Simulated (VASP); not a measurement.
# Te (P6/mmm) in VASP: further runs

The runs below take Te through relaxation of cell and atoms, with PBE.

Everything below comes from runs of VASP 6.6.1. Logs are shortened: lines on timing, memory, paths and dates and some standing lists are left out, and cuts for length are marked.

**1. The cell of the first run**

The structure is hexagonal, space group P6/mmm (No. 191). The conventional cell has a = 2.602 Å, b = 2.602 Å, c = 2.446 Å, α = 90.00°, β = 90.00°, γ = 120.00°. Te (site symmetry 6/mmm) has 8 Te at 2.45 to 2.60 Å within 3.2 Å.

This isn't the form of Te at room conditions, which is trigonal, of chains.

**2. Relaxation of cell and atoms, PBE, target pressure 190 GPa, at which the enthalpy is minimised**

INCAR reads:

```
SYSTEM = Te
  ALGO = Normal
  EDIFF = 1E-6
  EDIFFG = -0.005
  ENCUT = 600
  GGA = PE
  IBRION = 2
  ISIF = 3
  ISMEAR = -1
  LASPH = .True.
  LCHARG = .False.
  LREAL = .False.
  LWAVE = .False.
  NELM = 60
  NSW = 60
  PREC = Accurate
  PSTRESS = 1900.0
  SIGMA = 0.1
```

KPOINTS reads:

```
k-points
0
Gamma
  17 17 15
  0 0 0
```

POSCAR reads:

```
Te
1.0
    2.6024707021      0.0000000000      0.0000000000
   -1.3012353510      2.2538057406      0.0000000000
    0.0000000000      0.0000000000      2.4463224599
Te
1
Direct
    0.0000000000      0.0000000000      0.0000000000
```

Potentials or basis: VASP PAW PBE potentials, release 64 (Te).

The run is started by

```console
$ cat potpaw_PBE.64/Te/POTCAR > POTCAR
$ mpirun -np 1 vasp_std > vasp.out
```

OUTCAR:

```text
SYSTEM = Te
   EDIFF = 1E-6
   EDIFFG = -0.005
   ENCUT = 600
   GGA = PE
   IBRION = 2
   ISIF = 3
   ISMEAR = -1
   LASPH = .True.
   LREAL = .False.
   NELM = 60
   NSW = 60
   PREC = Accurate
   PSTRESS = 1900.0

 ion  position               nearest neighbor table
   1  0.000  0.000  0.000-

  LATTYP: Found a hexagonal cell.
 ALAT       =     2.6024707021
 C/A-ratio  =     0.9400000000

  Lattice vectors:

 A1 = (   2.6024707021,   0.0000000000,   0.0000000000)
 A2 = (  -1.3012353510,   2.2538057406,   0.0000000000)
 A3 = (   0.0000000000,   0.0000000000,   2.4463224599)

Analysis of symmetry for initial positions (statically):
=====================================================================
 Subroutine PRICEL returns:
 Original cell was already a primitive cell.

 Routine SETGRP: Setting up the symmetry group for a
 hexagonal supercell.

 Subroutine GETGRP returns: Found 24 space group operations
 (whereof 24 operations were pure point group operations)
 out of a pool of 24 trial point group operations.

The static configuration has the point symmetry D_6h.

Analysis of symmetry for dynamics (positions and initial velocities):
=====================================================================
 Subroutine PRICEL returns:
 Original cell was already a primitive cell.

 Routine SETGRP: Setting up the symmetry group for a
 hexagonal supercell.

 Subroutine GETGRP returns: Found 24 space group operations
 (whereof 24 operations were pure point group operations)
 out of a pool of 24 trial point group operations.

The dynamic configuration has the point symmetry D_6h.

 Subroutine INISYM returns: Found 24 space group operations
 (whereof 24 operations are pure point group operations),
 and found     1 'primitive' translations

----------------------------------------------------------------------------------------

                                     Primitive cell

  volume of cell :      14.3488

  direct lattice vectors                    reciprocal lattice vectors
     2.602470702  0.000000000  0.000000000     0.384250243  0.221846981  0.000000000
    -1.301235351  2.253805741  0.000000000     0.000000000  0.443693963  0.000000000
     0.000000000  0.000000000  2.446322460     0.000000000  0.000000000  0.408776854

  length of vectors
     2.602470702  2.602470702  2.446322460     0.443693963  0.443693963  0.408776854

  position of ions in fractional coordinates (direct lattice)
     0.000000000  0.000000000  0.000000000

  ion indices of the primitive-cell ions
   primitive index   ion index
                 1           1

----------------------------------------------------------------------------------------

 KPOINTS: k-points

Automatic generation of k-mesh.
 Grid dimensions read from file:
 generate k-points for:   17   17   15

 Generating k-lattice:

  Cartesian coordinates                     Fractional coordinates (reciprocal lattice)
     0.022602955  0.013049822  0.000000000     0.058823529  0.000000000  0.000000000
     0.000000000  0.026099645  0.000000000     0.000000000  0.058823529  0.000000000
     0.000000000  0.000000000  0.027251790     0.000000000  0.000000000  0.066666667

  Length of vectors
     0.026099645  0.026099645  0.027251790

  Shift w.r.t. Gamma in fractional coordinates (k-lattice)
     0.000000000  0.000000000  0.000000000

 Subroutine IBZKPT returns following result:
 ===========================================

 Found    264 irreducible k-points:

 Following reciprocal coordinates:
            Coordinates               Weight
  0.000000  0.000000  0.000000      1.000000
  0.058824 -0.000000  0.000000      6.000000
  0.117647 -0.000000  0.000000      6.000000
  0.176471  0.000000  0.000000      6.000000
  0.235294 -0.000000  0.000000      6.000000
  0.294118 -0.000000  0.000000      6.000000
[... 16 lines left out ...]
  0.411765  0.117647  0.000000     12.000000
  0.176471  0.176471  0.000000      6.000000
 [... further k-points ...]
[... 34 lines left out ...]
   EFERMI_NEDOS =   21; number of points for ismear=-14 and -15
   IALGO  =     38    algorithm
   IMIX   =      4    mixing-type and parameters
     AMIX     =   0.40;   BMIX     =  1.00
     AMIX_MAG =   1.60;   BMIX_MAG =  1.00
  volume/ion in A,a.u.               =      14.35        96.83
  Fermi-wavevector in a.u.,A,eV,Ry     =   1.224202  2.313407 20.390665  1.498672
  Thomas-Fermi vector in A             =   2.359286
   LORBIT       =      0    0 simple, 1 ext, 2 COOP (PROOUT), +10 PAW based schemes
   GGA     = PE    functional components
   LHFCALC =     F    Hartree Fock is set to
   AEXX    =    0.0000 exact exchange contribution
   IVDW    =     0    specifies the selected vdW correction
   LEPSILON=     F    determine dielectric tensor
   LRPA    =     F    only Hartree local field effects (RPA)
 conjugate gradient relaxation of ions
 non-spin polarized calculation
  energy-cutoff  :      600.00
  volume of cell :       14.35
 maximum number of plane-waves:       494
 NGX is ok and might be reduce to    24

--------------------------------------- Ionic step        1  -------------------------------------------

 number of electron       6.0000000 magnetization

 Free energy of the ion-electron system (eV)
  ---------------------------------------------------
  ext. energy  EPLUGINS =         0.00000000
  ---------------------------------------------------
  free energy    TOTEN  =         2.83202686 eV

  energy without entropy =        2.84582920  energy(sigma->0) =        2.83892803

------------------------ aborting loop because EDIFF is reached ----------------------------------------

  FORCE on cell =-STRESS in cart. coord.  units (eV):
  Direction    XX          YY          ZZ          XY          YZ          ZX
  --------------------------------------------------------------------------------------
  -------------------------------------------------------------------------------------
  Total       19.7933346     19.7933346     19.7411187      0.0000000     -0.0000000      0.0000000
  in kB     2210.1081001   2210.1081000   2204.2777182      0.0000000     -0.0000000      0.0000000
  external PRESSURE =     308.1646394 kB  Pullay stress =    1900.0000000 kB
[... 281 lines left out ...]
  enthalpy is  TOTEN    =        19.7908625353 eV   P V=       17.7410463456

--------------------------------------- Ionic step        9  -------------------------------------------

 number of electron       6.0000000 magnetization

 Free energy of the ion-electron system (eV)
  ---------------------------------------------------
  ext. energy  EPLUGINS =         0.00000000
  ---------------------------------------------------
  free energy    TOTEN  =         2.04718394 eV

  energy without entropy =        2.06108013  energy(sigma->0) =        2.05413204

 E-fermi :  20.2394     XC(G=0): -13.0985

 val. band max:       20.2268880320   @ k =   0.1765   0.0588   0.1333
 cond. band min:      20.2576292756   @ k =   0.2353   0.1765   0.4667
 fundamental gap:      0.0307412436
 Fermi energy:        20.2394417233

 k-point     1 :       0.0000    0.0000    0.0000
  band No.  band energies     occupation
      1      -1.7958      2.00000
      2      22.6645      0.00000
      3      25.8363      0.00000
      4      25.8363      0.00000
      5      26.5630      0.00000
      6      28.4884      0.00000
      7      30.7282      0.00000
[... 221 lines left out ...]
 k-point    24 :       0.1765    0.1765    0.0000
  band No.  band energies     occupation
      1       1.1180      2.00000
      2      15.1817      2.00000
      3      17.1246      2.00000
      4      25.8280      0.00000
      5      28.5174      0.00000
      6      30.4703      0.00000
      7      32.9250      0.00000

 [... further k-points ...]

------------------------ aborting loop because EDIFF is reached ----------------------------------------

  FORCE on cell =-STRESS in cart. coord.  units (eV):
  Direction    XX          YY          ZZ          XY          YZ          ZX
  --------------------------------------------------------------------------------------
  -------------------------------------------------------------------------------------
  Total       17.7452626     17.7452626     17.7442857      0.0000000      0.0000000     -0.0000000
  in kB     1900.1696735   1900.1696734   1900.0650689      0.0000001      0.0000000     -0.0000000
  external PRESSURE =       0.1348053 kB  Pullay stress =    1900.0000000 kB
[... 16 lines left out ...]
  FREE ENERGIE OF THE ION-ELECTRON SYSTEM (eV)
  ---------------------------------------------------
  free  energy   TOTEN  =         2.0471839440 eV

  energy  without entropy=        2.0610801261  energy(sigma->0) =        2.05413204

  enthalpy is  TOTEN    =        19.7908620091 eV   P V=       17.7436780651

 reached required accuracy - stopping structural energy minimisation
```

Wall time 48 s (1 thread of Intel Xeon Platinum 8559C (Emerald Rapids), shared host); peak memory 0.17 GiB.

What came out:

| Property | Result |
| --- | --- |
| Free energy | 2.0472 eV |
| Relaxed volume | 14.96 Å³/atom |
| Relaxed cell | a = 2.639 Å, b = 2.639 Å, c = 2.481 Å, α = 90.00°, β = 90.00°, γ = 120.00° |
| Space group after relaxing (to 0.1 Å) | P6/mmm (No. 191) |
| Energy change on relaxing (the run minimises the enthalpy) | -784.8 meV/atom |
| Ionic steps | 9 |
| Pressure after relaxing | 190.0 GPa |
| Band gap on the k mesh | zero (bands 3 and 4 overlap by 16.06 eV) |

Step by step:
| step | energy change (eV) | largest force (eV/Å) | pressure (GPa) | volume (Å³) |
| --- | --- | --- | --- | --- |
| 1 | 0.0000 | 0.0000 | 220.82 | 14.35 |
| 2 | -4.6547 | 0.0000 | 50.78 | 20.88 |
| 3 | -0.9586 | 0.0000 | 183.27 | 15.11 |
| 4 | -0.7903 | 0.0000 | 189.76 | 14.97 |
| 5 | -0.7755 | 0.0000 | 190.37 | 14.95 |
| 6 | -0.7766 | 0.0000 | 190.32 | 14.96 |
| 7 | -0.7758 | 0.0000 | 190.35 | 14.95 |
| 8 | -0.7822 | 0.0000 | 190.10 | 14.96 |
| 9 | -0.7848 | 0.0000 | 190.01 | 14.96 |

Final structure:
```
Te
1.0
     2.63909    0.00000    0.00000
    -1.31954    2.28552    0.00000
     0.00000    0.00000    2.48064
Te
1
Direct
  0.00000 0.00000 0.00000
```

Caveat: the cell is relaxed towards a set pressure, so the run minimises the enthalpy, not the energy; spin-orbit coupling is left out, which moves the levels of the heavy elements.

**3. Relaxation of cell and atoms, PBE, target pressure 190 GPa, at which the enthalpy is minimised**

This run uses another cell than the first one, of 14.90 Å³/atom.

INCAR reads:

```
SYSTEM = Te
ALGO = Normal
EDIFF = 1E-7
EDIFFG = -0.005
ENCUT = 600
GGA = PE
IBRION = 2
ISIF = 3
ISMEAR = -1
LASPH = .True.
LCHARG = .False.
LREAL = .False.
LWAVE = .False.
NELM = 80
NSW = 32
PREC = Accurate
PSTRESS = 1900.0
SIGMA = 0.1
```

KPOINTS is that of step 2.

POSCAR reads:

```
Te
1.0
    2.6357086370      0.0000000000      0.0000000000
   -1.3178543184      2.2825906366      0.0000000000
    0.0000000000      0.0000000000      2.4773808906
Te
1
Direct
    0.0000000000      0.0000000000      0.0000000000
```

Potentials or basis: VASP PAW PBE potentials, release 64 (Te).

The run is started by

```console
$ cat potpaw_PBE.64/Te/POTCAR > POTCAR
$ mpirun -np 1 vasp_std > vasp.out
```

Run time: 31 s. Hardware: 1 thread of Intel Xeon Platinum 8559C (Emerald Rapids), shared host; peak memory 0.17 GiB.

The run converged. Its results:

* Free energy: 2.0465 eV
* Relaxed volume: 14.96 Å³/atom
* Relaxed cell: a = 2.639 Å, b = 2.639 Å, c = 2.481 Å, α = 90.00°, β = 90.00°, γ = 120.00°
* Space group after relaxing (to 0.1 Å): P6/mmm (No. 191)
* Energy change on relaxing (the run minimises the enthalpy): -69.7 meV/atom
* Ionic steps: 3
* Pressure after relaxing: 190.0 GPa
* Band gap on the k mesh: zero (bands 3 and 4 overlap by 16.06 eV)

The path:
```tsv
step	energy change (eV)	largest force (eV/Å)	pressure (GPa)	volume (Å³)
1	0.0000	0.0000	192.68	14.90
2	-0.6139	0.0000	169.17	15.45
3	-0.0697	0.0000	189.97	14.96
```

Final structure:
```xyz
1
Lattice="2.6392 0.0000 0.0000 -1.3196 2.2856 0.0000 0.0000 0.0000 2.4806" Properties=species:S:1:pos:R:3 pbc="T T T"
Te   -1.3196    2.2856    0.0000
```

Levels at points of the mesh, in eV from the Fermi level:
| k point | band 1 | band 2 | band 3 | band 4 | band 5 | band 6 | band 7 |
| --- | --- | --- | --- | --- | --- | --- | --- |
| (0.00, 0.00, 0.00) | -22.03 | 2.43 | 5.60 | 5.60 | 6.32 | 8.25 | 10.49 |

Caveat: the cell is relaxed towards a set pressure, so the run minimises the enthalpy, not the energy; spin-orbit coupling is left out, which moves the levels of the heavy elements.

**4. Relaxation of cell and atoms, PBE, target pressure 190 GPa, at which the enthalpy is minimised**

This run uses another cell than the first one: it holds 3 atoms, not 1.

INCAR reads:

```
  PREC = Accurate
  ENCUT = 600
  EDIFF = 1E-6
  ISMEAR = -1
  SIGMA = 0.1
  LREAL = False
  LASPH = True
  NELM = 60
  ALGO = Normal
  ISIF = 3
  LWAVE = False
  LCHARG = False
  GGA = PE
  IBRION = 2
  NSW = 60
  EDIFFG = -0.005
  PSTRESS = 1900.0
```

KPOINTS reads:

```
regular mesh
0
Gamma
  8 8 12
```

POSCAR reads:

```
Te
1.0
    4.2978793949      0.0000000000      0.0000000000
   -2.1489396974      3.7220727384      0.0000000000
    0.0000000000      0.0000000000      2.6646852248
Te
3
Direct
    0.0000000000      0.0000000000      0.0000000000
    0.3333333333      0.6666666667      0.5000000000
    0.6666666667      0.3333333333      0.5000000000
```

The run is started by

```console
$ cat potpaw_PBE.64/Te/POTCAR > POTCAR
$ mpirun -np 1 vasp_std > vasp.out
```

Wall time 2.5 min (1 thread of Intel Xeon Platinum 8559C (Emerald Rapids), shared host); peak memory 0.2 GiB.

It converged, with:

- Free energy: 5.0939 eV
- Relaxed volume: 14.39 Å³/atom
- Relaxed cell: a = 4.363 Å, b = 4.363 Å, c = 2.618 Å, α = 90.00°, β = 90.00°, γ = 120.00°
- Space group after relaxing (to 0.1 Å): P6/mmm (No. 191)
- Energy change on relaxing (the run minimises the enthalpy): -242.7 meV/atom
- Ionic steps: 15
- Pressure after relaxing: 190.0 GPa

Step by step:
| step | energy change (eV) | largest force (eV/Å) | pressure (GPa) | volume (Å³) |
| --- | --- | --- | --- | --- |
| 1 | 0.0000 | 0.0000 | 199.95 | 42.63 |
| 2 | -5.3866 | 0.0000 | 127.17 | 48.15 |
| 3 | -1.2784 | 0.0000 | 182.42 | 43.65 |
| 4 | -1.1276 | 0.0000 | 184.48 | 43.53 |
| 5 | 0.7882 | 0.0000 | 210.88 | 42.04 |
| 6 | -0.7173 | 0.0000 | 190.13 | 43.16 |
| 7 | -0.6963 | 0.0000 | 190.42 | 43.14 |
| 8 | -0.6872 | 0.0000 | 190.53 | 43.14 |
| 9 | -0.8640 | 0.0000 | 188.13 | 43.29 |
| 10 | -0.7183 | 0.0000 | 190.11 | 43.16 |
| 11 | -0.7189 | 0.0000 | 190.11 | 43.16 |
| 12 | -0.7407 | 0.0000 | 189.81 | 43.18 |
| 13 | -0.7196 | 0.0000 | 190.08 | 43.16 |
| 14 | -0.7427 | 0.0000 | 189.79 | 43.18 |
| 15 | -0.7280 | 0.0000 | 189.97 | 43.17 |

Final structure:
```cif
data_structure
_symmetry_space_group_name_H-M 'P 1'
_symmetry_Int_Tables_number 1
_cell_length_a 4.3633
_cell_length_b 4.3633
_cell_length_c 2.6183
_cell_angle_alpha 90.000
_cell_angle_beta 90.000
_cell_angle_gamma 120.000
_cell_volume 43.17
loop_
_atom_site_label
_atom_site_type_symbol
_atom_site_fract_x
_atom_site_fract_y
_atom_site_fract_z
_atom_site_occupancy
Te1 Te 0.00000 0.00000 0.00000 1
Te2 Te 0.33333 0.66667 0.50000 1
Te3 Te 0.66667 0.33333 0.50000 1
```

Levels at points of the mesh, in eV from the Fermi level:
| k point | band 6 | band 7 | band 8 | band 9 | band 10 | band 11 | band 12 | band 13 |
| --- | --- | --- | --- | --- | --- | --- | --- | --- |
| (0.00, 0.00, 0.00) | -9.64 | -9.64 | -0.50 | 4.41 | 8.36 | 8.36 | 9.01 | 9.18 |
| (0.50, 0.00, 0.00) | -2.68 | -1.50 | -1.37 | 0.93 | 2.64 | 2.78 | 5.61 | 6.04 |
| (0.00, 0.00, 0.50) | -6.49 | -5.91 | -5.75 | -4.30 | -4.30 | -3.01 | -3.01 | -0.34 |
| (0.50, 0.00, 0.50) | -8.22 | -7.98 | -5.35 | 0.74 | 1.44 | 2.29 | 4.01 | 4.40 |

Caveat: the cell is relaxed towards a set pressure, so the run minimises the enthalpy, not the energy; the highest band is partly filled, so the run has too few bands; spin-orbit coupling is left out, which moves the levels of the heavy elements.

**5. Relaxation of cell and atoms, PBE, target pressure 190 GPa, at which the enthalpy is minimised**

This run uses another cell than the first one: it holds 3 atoms, not 1.

INCAR reads:

```
SYSTEM = Te
ALGO = Normal
EDIFF = 1E-7
EDIFFG = -0.005
ENCUT = 600
GGA = PE
IBRION = 2
ISIF = 3
ISMEAR = -1
LASPH = .True.
LCHARG = .False.
LREAL = .False.
LWAVE = .False.
NELM = 60
NSW = 32
PREC = Accurate
PSTRESS = 1900.0
SIGMA = 0.1
```

KPOINTS reads:

```
k-points
0
Gamma
  8 8 12
  0 0 0
```

POSCAR reads:

```
Te
1.0
    4.3592718663      0.0000000000      0.0000000000
   -2.1796359331      3.7752401782      0.0000000000
    0.0000000000      0.0000000000      2.6153431492
Te
3
Direct
    0.0000000000      0.0000000000      0.0000000000
    0.3333333333      0.6666666667      0.5000000000
    0.6666666667      0.3333333333      0.5000000000
```

The run is started by

```console
$ cat potpaw_PBE.64/Te/POTCAR > POTCAR
$ mpirun -np 1 vasp_std > vasp.out
```

Wall time 67 s (1 thread of Intel Xeon Platinum 8559C (Emerald Rapids), shared host); peak memory 0.2 GiB.

It converged, with:

| Item | Value |
| --- | --- |
| Free energy | 5.0970 eV |
| Relaxed volume | 14.39 Å³/atom |
| Relaxed cell | a = 4.363 Å, b = 4.363 Å, c = 2.618 Å, α = 90.00°, β = 90.00°, γ = 120.00° |
| Space group after relaxing (to 0.1 Å) | P6/mmm (No. 191) |
| Energy change on relaxing (the run minimises the enthalpy) | -50.3 meV/atom |
| Ionic steps | 6 |
| Pressure after relaxing | 190.0 GPa |

Step by step:
| step | energy change (eV) | largest force (eV/Å) | pressure (GPa) | volume (Å³) |
| --- | --- | --- | --- | --- |
| 1 | 0.0000 | 0.0000 | 192.11 | 43.04 |
| 2 | -1.3535 | 0.0000 | 173.56 | 44.23 |
| 3 | -0.1539 | 0.0000 | 189.99 | 43.17 |
| 4 | -0.1508 | 0.0000 | 190.03 | 43.17 |
| 5 | -0.1508 | 0.0000 | 190.03 | 43.17 |
| 6 | -0.1508 | 0.0000 | 190.03 | 43.17 |

Final structure:
```
CELL_PARAMETERS angstrom
4.36320 0.00000 0.00000
-2.18160 3.77864 0.00000
0.00000 0.00000 2.61831
ATOMIC_POSITIONS crystal
Te 0.00000 0.00000 0.00000
Te 0.33333 0.66667 0.50000
Te 0.66667 0.33333 0.50000
```

Levels at points of the mesh, in eV from the Fermi level:
```csv
k point,band 7,band 8,band 9,band 10,band 11,band 12
"(0.00, 0.00, 0.00)",-9.64,-0.50,4.41,8.36,8.36,9.01
"(0.50, 0.00, 0.00)",-1.50,-1.37,0.93,2.64,2.78,5.61
"(0.00, 0.00, 0.50)",-5.91,-5.75,-4.30,-4.30,-3.01,-3.01
"(0.50, 0.00, 0.50)",-7.98,-5.35,0.74,1.44,2.29,4.01
```

Caveat: the cell is relaxed towards a set pressure, so the run minimises the enthalpy, not the energy; the highest band is partly filled, so the run has too few bands; spin-orbit coupling is left out, which moves the levels of the heavy elements.

**6. Overview**

| cell | k mesh | gap on the mesh (eV) | pressure (GPa) |
| --- | --- | --- | --- |
| relaxed to 190 GPa from a = 2.602, b = 2.602, c = 2.446 Å, angles 90.0, 90.0, 120.0°, 1 atom, atomic positions A | 17 × 17 × 15 | none | 190.0 |
| relaxed to 190 GPa from a = 2.636, b = 2.636, c = 2.477 Å, angles 90.0, 90.0, 120.0°, 1 atom, atomic positions A | 17 × 17 × 15 | none | 190.0 |
| relaxed to 190 GPa from a = 4.298, b = 4.298, c = 2.665 Å, angles 90.0, 90.0, 120.0°, 3 atoms, atomic positions B | 8 × 8 × 12 | - | 190.0 |
| relaxed to 190 GPa from a = 4.359, b = 4.359, c = 2.615 Å, angles 90.0, 90.0, 120.0°, 3 atoms, atomic positions B | 8 × 8 × 12 | - | 190.0 |

Alike in all rows: task relaxation of cell and atoms; level PBE; potentials or basis VASP PAW PBE potentials, release 64 (Te); no spin polarisation; cutoff (eV) 600; smearing fermi-dirac 0.1 eV.

Caveats: the cell is relaxed towards a set pressure, so the run minimises the enthalpy, not the energy; spin-orbit coupling is left out, which moves the levels of the heavy elements; the highest band is partly filled, so the run has too few bands (at least some runs).

Absolute energies hang on the potentials; compare differences alone.
